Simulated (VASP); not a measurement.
Write the native input for VASP 6.6.1 that does the following.

| Item | Value |
| --- | --- |
| Task | single point |
| Functional | r2SCAN |
| Dispersion | rVV10 |
| Potentials or basis | VASP PAW PBE potentials, release 64 (Na_pv, Pb_d, I) |
| Cutoff | 520 eV |
| k mesh | 4 × 4 × 4 |
| Occupations | fermi-dirac, width 0.03 eV |
| Spin | no spin polarisation |
| Dipole correction | no |
| Further INCAR settings | ALGO = Normal; EDIFF = 1e-06; NBANDS = 29 |

Crystal: NaPbI3.

```
Na Pb I
1.0
     6.26360    0.00000    0.00000
     0.00000    6.26360    0.00000
     0.00000    0.00000    6.26360
Na Pb I
1 1 3
Direct
  0.00000 0.00000 0.00000
  0.50000 0.50000 0.50000
  0.50000 0.50000 0.00000
  0.50000 0.00000 0.50000
  0.00000 0.50000 0.50000
```

One way to write it, as run:

POSCAR

```
NaPbI3
1.0
    6.2635974104      0.0000000000      0.0000000000
    0.0000000000      6.2635974104      0.0000000000
    0.0000000000      0.0000000000      6.2635974104
Na Pb I
1 1 3
Direct
    0.0000000000      0.0000000000      0.0000000000
    0.5000000000      0.5000000000      0.5000000000
    0.5000000000      0.5000000000      0.0000000000
    0.5000000000      0.0000000000      0.5000000000
    0.0000000000      0.5000000000      0.5000000000
```

INCAR.step1

```
PREC = Accurate
ENCUT = 520
ISMEAR = -1
SIGMA = 0.03
LREAL = F
LASPH = T
NELM = 60
NBANDS = 29
GGA = PE
ALGO = Normal
EDIFF = 1E-4
LWAVE = T
LCHARG = F
```

INCAR.step2

```
PREC = Accurate
ENCUT = 520
EDIFF = 1E-6
ISMEAR = -1
SIGMA = 0.03
LREAL = F
LASPH = T
NELM = 60
ALGO = Normal
ISIF = 2
LWAVE = F
LCHARG = F
METAGGA = R2SCAN
LMIXTAU = T
LUSE_VDW = T
IVDW_NL = 2
BPARAM = 11.95
CPARAM = 0.0093
NBANDS = 29
ISTART = 1
```

KPOINTS

```
regular mesh
0
Gamma
  4 4 4
```

Potentials or basis: VASP PAW PBE potentials, release 64 (Na_pv, Pb_d, I).

Command:

```console
$ cat potpaw_PBE.64/Na_pv/POTCAR potpaw_PBE.64/Pb_d/POTCAR potpaw_PBE.64/I/POTCAR > POTCAR
$ cp INCAR.step1 INCAR
$ mpirun -np 1 vasp_std > vasp.out
$ cp INCAR.step2 INCAR
$ mpirun -np 1 vasp_std > vasp.out
```

Results of the run:

```json
{"Pressure": "0.1 GPa", "Band gap on the k mesh": "1.58 eV, direct"}
```

Caveat: the PAW data sets were made with another functional, which shifts forces and pressure a little; spin-orbit coupling is left out, which moves the levels of the heavy elements.

Wall time 8.5 min on 1 thread of AMD EPYC 7R43 64-Core Processor (Zen 3), with other jobs on the host, peak memory 0.74 GiB.
